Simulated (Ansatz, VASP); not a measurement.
Hf in VASP and in Ansatz

INCAR

```
SYSTEM = Hf
PREC = Accurate
ENCUT = 500
EDIFF = 1E-7
ISMEAR = -1
SIGMA = 0.15
LREAL = .FALSE.
LASPH = .TRUE.
NELM = 120
ALGO = Normal
ISIF = 3
LWAVE = .FALSE.
LCHARG = .FALSE.
GGA = PE
IVDW = 13
IBRION = 2
NSW = 100
EDIFFG = -0.005
GGA_COMPAT = .FALSE.
NELMIN = 4
```

The input KPOINTS:

```
Automatic mesh
0
G
  13 13 7
  0 0 0
```

File POSCAR:

```
Hf
1.0
    3.1967000000      0.0000000000      0.0000000000
   -1.5983500000      2.7684234100      0.0000000000
    0.0000000000      0.0000000000      5.0578000000
Hf
2
Direct
    0.3333333339      0.6666666679      0.2500000000
    0.6666666661      0.3333333321      0.7500000000
```

Input for Ansatz:

```yaml
crystal:
  lattice:
    - [3.1967, 0.0, 0.0]
    - [-1.59835, 2.76842341, 0.0]
    - [0.0, 0.0, 5.0578]
  atoms:
    - { symbol: Hf, position: [0.3333333339353607, 0.6666666678707214, 0.25] }
    - { symbol: Hf, position: [0.6666666660646393, 0.33333333212927857, 0.75] }
kpoints:
  mp_grid:
    grid: [13, 13, 7]
hamiltonian:
  xc: pbe
  dispersion: d4
scf:
  occupations:
    method: fermi_dirac
    width: 0.15
relax:
  f_tol: 0.005
  max_steps: 100
  cell: {}
```

Alike in both runs: task relaxation of cell and atoms; functional PBE; dispersion D4; k mesh 13 × 13 × 7; occupations fermi-dirac, width 0.15 eV; no spin polarisation.

|  | VASP | Ansatz |
| --- | --- | --- |
| version | VASP 6.6.1 | Ansatz 0.2.0 |
| potentials or method | VASP PAW PBE potentials, release 64 (Hf_pv) | plane waves, PAW |
| plane-wave cutoff (eV) | 500 | 420 |
| valence electrons in the cell | 20 | 52 |

```tsv
	VASP	Ansatz	Ansatz less VASP
relaxed volume (Å³/atom)	22.17	22.26	+0.086
relaxed length of the cell vector where the two differ most in proportion (Å)	5.049	5.058	+0.0088
```

VASP's potentials hold 20 valence electrons a cell and Ansatz's 52, so a difference there can come from the potentials and not from the codes.

Spin-orbit coupling is off throughout.
